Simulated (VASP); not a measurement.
Input of a VASP 6.6.1 run:

The input INCAR:

```
  PREC = Accurate
  ENCUT = 500
  EDIFF = 1E-6
  ISMEAR = -1
  SIGMA = 0.05
  LREAL = F
  LASPH = T
  NELM = 120
  ALGO = Normal
  ISIF = 2
  LWAVE = F
  LCHARG = T
  GGA = CA
  LELF = T
  LVHAR = T
  NBANDS = 10
  GGA_COMPAT = F
```

Contents of KPOINTS:

```
Automatic mesh
0
Gamma
  13 13 13
```

The input POSCAR:

```
Ir
1.0
    0.0000000000      1.9156000000      1.9156000000
    1.9156000000      0.0000000000      1.9156000000
    1.9156000000      1.9156000000      0.0000000000
Ir
1
Direct
    0.0000000000      0.0000000000      0.0000000000
```

Potentials or basis: VASP PAW LDA potentials, release 64 (Ir).

Run with:

```sh
$ cat potpaw_LDA.64/Ir/POTCAR > POTCAR
$ mpirun -np 1 vasp_std > vasp.out
```

Problem. What does it give for the pressure?

Solution. -3.5 GPa.
